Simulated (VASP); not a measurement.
Write the native input for VASP 6.6.1 that does the following.

- Task: single point
- Functional: r2SCAN
- Potentials or basis: VASP PAW PBE potentials, release 64 (La, B)
- Cutoff: 520 eV
- k mesh: 8 × 8 × 8
- Occupations: methfessel-paxton, width 0.01 eV
- Spin: no spin polarisation
- Dipole correction: no
- Further INCAR settings: ALGO = Normal; EDIFF = 1e-06; NBANDS = 24

LaB6:

```
La B
1.0
     4.15234    0.00000    0.00000
     0.00000    4.15234    0.00000
     0.00000    0.00000    4.15234
La B
1 6
Direct
  0.00000 0.00000 0.00000
  0.20008 0.50000 0.50000
  0.79992 0.50000 0.50000
  0.50000 0.50000 0.20008
  0.50000 0.50000 0.79992
  0.50000 0.20008 0.50000
  0.50000 0.79992 0.50000
```

These files were run (other wordings do the same):

POSCAR

```
LaB6
1.0
    4.1523441329      0.0000000000      0.0000000000
    0.0000000000      4.1523441329      0.0000000000
    0.0000000000      0.0000000000      4.1523441329
La B
1 6
Direct
    0.0000000000      0.0000000000      0.0000000000
    0.2000751123      0.5000000000      0.5000000000
    0.7999248877      0.5000000000      0.5000000000
    0.5000000000      0.5000000000      0.2000751123
    0.5000000000      0.5000000000      0.7999248877
    0.5000000000      0.2000751123      0.5000000000
    0.5000000000      0.7999248877      0.5000000000
```

INCAR.step1

```
ALGO = Normal
EDIFF = 1E-4
ENCUT = 520
GGA = PE
ISMEAR = 1
LASPH = T
LCHARG = F
LREAL = F
LWAVE = T
NBANDS = 24
NELM = 100
PREC = Accurate
SIGMA = 0.01
```

INCAR.step2

```
ALGO = Normal
EDIFF = 1E-6
ENCUT = 520
ISIF = 2
ISMEAR = 1
ISTART = 1
LASPH = T
LCHARG = F
LMIXTAU = T
LREAL = F
LWAVE = F
METAGGA = R2SCAN
NBANDS = 24
NELM = 100
PREC = Accurate
SIGMA = 0.01
```

KPOINTS

```
k-points
0
Gamma
  8 8 8
```

Potentials or basis: VASP PAW PBE potentials, release 64 (La, B).

Run with:

```console
$ cat potpaw_PBE.64/La/POTCAR potpaw_PBE.64/B/POTCAR > POTCAR
$ cp INCAR.step1 INCAR
$ mpirun -np 1 vasp_std > vasp.out
$ cp INCAR.step2 INCAR
$ mpirun -np 1 vasp_std > vasp.out
```

It gave:

The pressure is 0.0 GPa and the largest force is 0.026 eV/Å.

Caveat: the PAW data sets were made with another functional, which shifts forces and pressure a little.

Run time: 2.6 min on 1 thread of Intel Xeon 6975P-C, on a shared host, peak memory 0.23 GiB.
